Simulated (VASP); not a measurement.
Set up this calculation in VASP 6.6.1, as the native input.

```
Task                   : single point
Functional             : PBE
Potentials or basis    : VASP PAW PBE potentials, release 64 (Sn_d, Te)
Cutoff                 : 520 eV
k mesh                 : 10 × 10 × 6
Occupations            : gaussian, width 0.1 eV
Spin                   : no spin polarisation
Dipole correction      : no
Further INCAR settings : ALGO = Normal; EDIFF = 1e-06; NBANDS = 28
```

The structure of SnTe lies in POSCAR:

```
SnTe
1.0
    4.7423019578      0.0000000000      0.0000000000
    0.0000000000      4.7423019578      0.0000000000
    0.0000000000      0.0000000000      7.7203052648
Sn Te
2 2
Direct
    0.5000000000      0.5000000000      0.7500000000
    0.5000000000      0.5000000000      0.2500000000
    0.0000000000      0.5000000000      0.0000000000
    0.5000000000      0.0000000000      0.5000000000
```

These files were run (other wordings do the same):

INCAR

```
PREC = Accurate
ENCUT = 520
EDIFF = 1E-6
ISMEAR = 0
SIGMA = 0.1
LREAL = False
LASPH = True
NELM = 100
ALGO = Normal
ISIF = 2
LWAVE = False
LCHARG = False
GGA = PE
NBANDS = 28
```

KPOINTS

```
Automatic mesh
0
Gamma
  10 10 6
```

Potentials or basis: VASP PAW PBE potentials, release 64 (Sn_d, Te).

Launch:

```bash
$ cat potpaw_PBE.64/Sn_d/POTCAR potpaw_PBE.64/Te/POTCAR > POTCAR
$ mpirun -np 1 vasp_std > vasp.out
```

It gave:

```json
{"Pressure": "0.0 GPa", "Band gap on the k mesh": "zero (band 20 reaches 3.99 eV, above the bottom of band 21 at 3.51 eV)"}
```

Caveat: spin-orbit coupling is left out, which moves the levels of the heavy elements.

Wall time 2.6 min on 1 thread of AMD EPYC 9R45 96-Core Processor (Zen 5) (shared host), peak memory 0.47 GiB.
